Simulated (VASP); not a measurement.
# NaF in VASP: settings compared

The runs below take NaF through single point, with PBE, r2SCAN, HSE06.

All numbers are computed with VASP 6.6.1; they aren't measurements. Logs are shortened: lines on timing, memory, paths and dates and some standing lists are left out, and cuts for length are marked.

### 1 The cell of the first run

It takes space group P4/mmm (No. 123, tetragonal). The conventional cell has a = 2.711 Å, b = 2.711 Å, c = 2.800 Å, α = 90.00°, β = 90.00°, γ = 90.00°. Na (site symmetry 4/mmm) has 8 F at 2.37 Å and 6 Na at 2.71 to 2.80 Å within 3.1 Å. Within 3.1 Å of F (site symmetry 4/mmm) lie 8 Na at 2.37 Å and 6 F at 2.71 to 2.80 Å.

### 2 Single point, PBE (epitaxial xy strain -3.0%)

File INCAR:

```
PREC = Accurate
ENCUT = 520
EDIFF = 1E-6
ISMEAR = -1
SIGMA = 0.02
LREAL = F
LASPH = T
NELM = 80
ALGO = Normal
ISIF = 2
LWAVE = F
LCHARG = F
GGA = PE
NBANDS = 14
```

File KPOINTS:

```
Automatic mesh
0
Gamma
  10 10 10
```

File POSCAR:

```
NaF
1.0
    2.7105186889      0.0000000000      0.0000000000
    0.0000000000      2.7105186889      0.0000000000
    0.0000000000      0.0000000000      2.7997216886
Na F
1 1
Direct
    0.0000000000      0.0000000000      0.0000000000
    0.5000000000      0.5000000000      0.5000000000
```

Potentials or basis: VASP PAW PBE potentials, release 64 (Na_pv, F).

The run is started by

```sh
> cat potpaw_PBE.64/Na_pv/POTCAR potpaw_PBE.64/F/POTCAR > POTCAR
> mpirun -np 1 vasp_std > vasp.out
```

OUTCAR:

```text
PREC = Accurate
   ENCUT = 520
   EDIFF = 1E-6
   ISMEAR = -1
   LREAL = F
   LASPH = T
   NELM = 80
   ISIF = 2
   GGA = PE

 ion  position               nearest neighbor table
   1  0.000  0.000  0.000-
   2  0.500  0.500  0.500-

  LATTYP: Found a simple tetragonal cell.
 ALAT       =     2.7105186889
 C/A-ratio  =     1.0329099372

  Lattice vectors:

 A1 = (   2.7105186889,   0.0000000000,   0.0000000000)
 A2 = (   0.0000000000,   2.7105186889,   0.0000000000)
 A3 = (   0.0000000000,   0.0000000000,   2.7997216886)

Analysis of symmetry for initial positions (statically):
=====================================================================
 Subroutine PRICEL returns:
 Original cell was already a primitive cell.

 Routine SETGRP: Setting up the symmetry group for a
 simple tetragonal supercell.

 Subroutine GETGRP returns: Found 16 space group operations
 (whereof 16 operations were pure point group operations)
 out of a pool of 16 trial point group operations.

The static configuration has the point symmetry D_4h.

Analysis of symmetry for dynamics (positions and initial velocities):
=====================================================================
 Subroutine PRICEL returns:
 Original cell was already a primitive cell.

 Routine SETGRP: Setting up the symmetry group for a
 simple tetragonal supercell.

 Subroutine GETGRP returns: Found 16 space group operations
 (whereof 16 operations were pure point group operations)
 out of a pool of 16 trial point group operations.

The dynamic configuration has the point symmetry D_4h.

 Subroutine INISYM returns: Found 16 space group operations
 (whereof 16 operations are pure point group operations),
 and found     1 'primitive' translations

----------------------------------------------------------------------------------------

                                     Primitive cell

  volume of cell :      20.5693

  direct lattice vectors                    reciprocal lattice vectors
     2.710518689  0.000000000  0.000000000     0.368933077  0.000000000  0.000000000
     0.000000000  2.710518689  0.000000000     0.000000000  0.368933077  0.000000000
     0.000000000  0.000000000  2.799721689     0.000000000  0.000000000  0.357178360

[... 87 lines left out ...]
   IBRION =     -1    ionic relax: 0-MD 1-quasi-New 2-CG
   NFREE  =      0    steps in history (QN), initial steepest desc. (CG)
   ISIF   =      2    stress and relaxation
   ISYM   =      2    0-nonsym 1-usesym 2-fastsym
   POTIM  = 0.5000    time-step for ionic-motion
   TEBEG  =    0.0;   TEEND  =   0.0 temperature during run
   PSTRESS=    0.0 pullay stress
   NELECT =      14.0000    total number of electrons
   NUPDOWN=      -1.0000    fix difference up-down
   EMIN   =  10.00;   EMAX   =-10.00  energy-range for DOS
   EFERMI =   0.00;   METHOD = LEGACY
   ISMEAR =    -1;   SIGMA  =   0.02  broadening in eV -4-tet -1-fermi 0-gaus
   EFERMI_NEDOS =   21; number of points for ismear=-14 and -15
   IALGO  =     38    algorithm
   IMIX   =      4    mixing-type and parameters
     AMIX     =   0.40;   BMIX     =  1.00
     AMIX_MAG =   1.60;   BMIX_MAG =  1.00
  volume/ion in A,a.u.               =      10.28        69.40
  Fermi-wavevector in a.u.,A,eV,Ry     =   1.440050  2.721300 28.215006  2.073744
  Thomas-Fermi vector in A             =   2.558837
   LORBIT       =      0    0 simple, 1 ext, 2 COOP (PROOUT), +10 PAW based schemes
   GGA     = PE    functional components
   LHFCALC =     F    Hartree Fock is set to
   AEXX    =    0.0000 exact exchange contribution
   IVDW    =     0    specifies the selected vdW correction
   LEPSILON=     F    determine dielectric tensor
   LRPA    =     F    only Hartree local field effects (RPA)
 non-spin polarized calculation
  energy-cutoff  :      520.00
  volume of cell :       20.57
 maximum number of plane-waves:       570
   NGX = 11   NGY = 11   NGZ = 11

 number of electron      13.9999986 magnetization

 Free energy of the ion-electron system (eV)
  ---------------------------------------------------
  ext. energy  EPLUGINS =         0.00000000
  ---------------------------------------------------
  free energy    TOTEN  =        -8.17079883 eV

  energy without entropy =       -8.17079883  energy(sigma->0) =       -8.17079883

 E-fermi :   0.1948     XC(G=0): -10.2294

 val. band max:       -0.1907586747   @ k =   0.5000   0.0000   0.5000
 cond. band min:       6.2413751855   @ k =   0.0000   0.0000   0.0000
 fundamental gap:      6.4321338602
 Fermi energy:         0.1947825278

 k-point     1 :       0.0000    0.0000    0.0000
  band No.  band energies     occupation
      1     -20.3221      2.00000
      2     -20.2057      2.00000
      3     -20.1907      2.00000
      4     -20.1907      2.00000
      5      -0.7770      2.00000
      6      -0.5331      2.00000
      7      -0.5331      2.00000
      8       6.2414      0.00000
      9      15.4829      0.00000
     10      16.1013      0.00000
     11      24.0155      0.00000
     12      25.0663      0.00000
     13      25.0663      0.00000
     14      31.5697      0.00000
[... 377 lines left out ...]
      1     -20.7854      2.00000
      2     -20.2333      2.00000
      3     -20.1746      2.00000
      4     -19.6517      2.00000
      5      -1.5640      2.00000
      6      -0.9405      2.00000
      7      -0.4710      2.00000
      8       7.8029      0.00000
      9      15.4918      0.00000
     10      16.3628      0.00000
     11      23.5763      0.00000
     12      24.8809      0.00000
     13      26.5086      0.00000
     14      26.9085      0.00000

 [... further k-points ...]

------------------------ aborting loop because EDIFF is reached ----------------------------------------

  FORCE on cell =-STRESS in cart. coord.  units (eV):
  Direction    XX          YY          ZZ          XY          YZ          ZX
  --------------------------------------------------------------------------------------
  -------------------------------------------------------------------------------------
  Total        1.3733978      1.3733978      0.6139212      0.0000000      0.0000000      0.0000000
  in kB      106.9762191    106.9762191     47.8193351      0.0000000      0.0000000      0.0000000
  external PRESSURE =      87.2572577 kB  Pullay stress =       0.0000000 kB

 VOLUME and BASIS-vectors are now :
 -----------------------------------------------------------------------------
  energy-cutoff  :      520.00
  volume of cell :       20.57
      direct lattice vectors                 reciprocal lattice vectors
     2.710518689  0.000000000  0.000000000     0.368933077  0.000000000  0.000000000
     0.000000000  2.710518689  0.000000000     0.000000000  0.368933077  0.000000000
     0.000000000  0.000000000  2.799721689     0.000000000  0.000000000  0.357178360

 POSITION                                       TOTAL-FORCE (eV/Angst)
 -----------------------------------------------------------------------------------
      0.00000      0.00000      0.00000         0.000000      0.000000      0.000000
      1.35526      1.35526      1.39986         0.000000      0.000000      0.000000
 -----------------------------------------------------------------------------------
    total drift:                                0.000000      0.000000      0.000000

  FREE ENERGIE OF THE ION-ELECTRON SYSTEM (eV)
  ---------------------------------------------------
  free  energy   TOTEN  =        -8.1707988299 eV

  energy  without entropy=       -8.1707988299  energy(sigma->0) =       -8.17079883
```

Wall time 20 s (1 thread of AMD EPYC 7R43 (Zen 3), shared host); peak memory 0.11 GiB.

What came out:

- Free energy: -8.1708 eV
- Pressure: 8.7 GPa
- Band gap on the k mesh: 6.43 eV (least direct gap 6.77 eV)

Levels at points of the mesh, in eV from the valence-band top:
| k point | band 4 | band 5 | band 6 | band 7 | band 8 | band 9 | band 10 | band 11 |
| --- | --- | --- | --- | --- | --- | --- | --- | --- |
| (0.00, 0.00, 0.00) | -20.00 | -0.59 | -0.34 | -0.34 | 6.43 | 15.67 | 16.29 | 24.21 |
| (0.50, 0.00, 0.00) | -19.06 | -2.93 | -0.44 | -0.20 | 11.27 | 12.53 | 20.36 | 21.52 |
| (0.50, 0.50, 0.00) | -19.46 | -2.07 | -2.07 | -0.18 | 12.46 | 15.73 | 16.01 | 16.01 |
| (0.00, 0.00, 0.50) | -19.05 | -2.94 | -0.24 | -0.24 | 11.30 | 12.11 | 20.42 | 21.78 |
| (0.50, 0.00, 0.50) | -19.53 | -2.16 | -2.05 | 0.00 | 12.21 | 15.61 | 15.98 | 16.20 |
| (0.50, 0.50, 0.50) | -19.22 | -1.90 | -1.90 | -1.82 | 14.81 | 14.81 | 14.82 | 19.59 |

Caveat: the cell differs from its parent crystal (epitaxial xy strain -3.0%); the stress differs along the axes, from 5 to 11 GPa; the structure was generated, so it needn't be the stable form of NaF. A k mesh can miss the band edges.

### 3 Single point, r2SCAN (strain along [111] +5.2%)

File POSCAR:

```
NaF
1.0
    2.8416262610      0.0481410616      0.0481410616
    0.0481410616      2.8416262610      0.0481410616
    0.0481410616      0.0481410616      2.8416262610
Na F
1 1
Direct
    0.0000000000      0.0000000000      0.0000000000
    0.5000000000      0.5000000000      0.5000000000
```

File INCAR.step1:

```
SYSTEM = NaF
ALGO = Normal
EDIFF = 1E-4
ENCUT = 520
GGA = PE
ISMEAR = 0
LASPH = .True.
LCHARG = .False.
LREAL = .False.
LWAVE = .True.
NBANDS = 14
NELM = 80
PREC = Accurate
SIGMA = 0.01
```

File INCAR.step2:

```
SYSTEM = NaF
ALGO = Normal
EDIFF = 1E-6
ENCUT = 520
ISIF = 2
ISMEAR = 0
ISTART = 1
LASPH = .True.
LCHARG = .False.
LMIXTAU = .True.
LREAL = .False.
LWAVE = .False.
METAGGA = R2SCAN
NBANDS = 14
NELM = 80
PREC = Accurate
SIGMA = 0.01
```

File KPOINTS:

```
k-points
0
Gamma
  10 10 10
  0 0 0
```

Potentials or basis: VASP PAW PBE potentials, release 64 (Na_pv, F).

The run is started by

```sh
> cat potpaw_PBE.64/Na_pv/POTCAR potpaw_PBE.64/F/POTCAR > POTCAR
> cp INCAR.step1 INCAR
> mpirun -np 1 vasp_std > vasp.out
> cp INCAR.step2 INCAR
> mpirun -np 1 vasp_std > vasp.out
```

OUTCAR:

```text
SYSTEM = NaF
   EDIFF = 1E-6
   ENCUT = 520
   ISIF = 2
   ISMEAR = 0
   ISTART = 1
   LASPH = .True.
   LREAL = .False.
   METAGGA = R2SCAN
   NELM = 80
   PREC = Accurate

 ion  position               nearest neighbor table
   1  0.000  0.000  0.000-
   2  0.500  0.500  0.500-

  LATTYP: Found a trigonal (rhomboedric) cell.
 ALAT       =     2.8424417199
 COS(alpha) =     0.0341501612

  Lattice vectors:

 A1 = (   2.8416262610,   0.0481410616,   0.0481410616)
[... 592 lines left out ...]

 [... further k-points ...]

------------------------ aborting loop because EDIFF is reached ----------------------------------------

  FORCE on cell =-STRESS in cart. coord.  units (eV):
  Direction    XX          YY          ZZ          XY          YZ          ZX
  --------------------------------------------------------------------------------------
  -------------------------------------------------------------------------------------
  Total       -0.4540452     -0.4540452     -0.4540452      0.0200415      0.0200415      0.0200415
  in kB      -31.7306268    -31.7306268    -31.7306268      1.4005883      1.4005883      1.4005883
  external PRESSURE =     -31.7306268 kB  Pullay stress =       0.0000000 kB

 VOLUME and BASIS-vectors are now :
 -----------------------------------------------------------------------------
  energy-cutoff  :      520.00
  volume of cell :       22.93
      direct lattice vectors                 reciprocal lattice vectors
     2.841626261  0.048141062  0.048141062     0.352109913 -0.005865851 -0.005865851
     0.048141062  2.841626261  0.048141062    -0.005865851  0.352109913 -0.005865851
     0.048141062  0.048141062  2.841626261    -0.005865851 -0.005865851  0.352109913

 POSITION                                       TOTAL-FORCE (eV/Angst)
 -----------------------------------------------------------------------------------
      0.00000      0.00000      0.00000        -0.000000      0.000000      0.000000
      1.46895      1.46895      1.46895         0.000000     -0.000000     -0.000000
 -----------------------------------------------------------------------------------
    total drift:                                0.000000      0.000000     -0.000000

  FREE ENERGIE OF THE ION-ELECTRON SYSTEM (eV)
  ---------------------------------------------------
  free  energy   TOTEN  =       -12.3004876355 eV

  energy  without entropy=      -12.3004876355  energy(sigma->0) =      -12.30048764
```

OUTCAR.step1:

```text
SYSTEM = NaF
   EDIFF = 1E-4
   ENCUT = 520
   GGA = PE
   ISMEAR = 0
   LASPH = .True.
   LREAL = .False.
[... 630 lines left out ...]
      0.00000      0.00000      0.00000        -0.000000      0.000000      0.000000
      1.46895      1.46895      1.46895         0.000000     -0.000000     -0.000000
 -----------------------------------------------------------------------------------
    total drift:                                0.000000      0.000000     -0.000000

  FREE ENERGIE OF THE ION-ELECTRON SYSTEM (eV)
  ---------------------------------------------------
  free  energy   TOTEN  =        -8.2508176659 eV

  energy  without entropy=       -8.2508176659  energy(sigma->0) =       -8.25081767
```

OSZICAR.step1:

```text
N       E                     dE             d eps       ncg     rms          rms(c)
DAV:   1     0.108952594041E+03    0.10895E+03   -0.77056E+03  3278   0.124E+03
DAV:   2    -0.380780639780E+01   -0.11276E+03   -0.10472E+03  3674   0.348E+02
DAV:   3    -0.911125924626E+01   -0.53035E+01   -0.52928E+01  3734   0.682E+01
DAV:   4    -0.915116164325E+01   -0.39902E-01   -0.39900E-01  3740   0.632E+00
DAV:   5    -0.915154657425E+01   -0.38493E-03   -0.38493E-03  3836   0.615E-01    0.520E+00
DAV:   6    -0.829220756753E+01    0.85934E+00   -0.26586E+00  3800   0.142E+01    0.175E+00
DAV:   7    -0.826458364358E+01    0.27624E-01   -0.28580E-02  3380   0.281E+00    0.102E+00
DAV:   8    -0.825037778967E+01    0.14206E-01   -0.26016E-02  3500   0.411E+00    0.132E-01
DAV:   9    -0.825086318489E+01   -0.48540E-03   -0.33465E-03  3914   0.603E-01    0.813E-02
DAV:  10    -0.825081766591E+01    0.45519E-04   -0.44056E-04  3500   0.180E-01
   1 F= -.82508177E+01 E0= -.82508177E+01  d E =-.239286E-14
```

Wall time 2.2 min (1 thread of AMD EPYC 7R43 (Zen 3), shared host); peak memory 0.12 GiB.

What came out:

| Quantity | Value |
| --- | --- |
| Free energy | -12.3005 eV |
| Pressure | -3.2 GPa |
| Band gap on the k mesh | 6.78 eV (least direct gap 7.04 eV) |

Caveat: the cell differs from its parent crystal (strain along [111] +5.2%); the cell stands under tension; the structure was generated, so it needn't be the stable form of NaF; the PAW data sets were made with another functional, which shifts forces and pressure a little.

(Continued in part 2 of 2.)
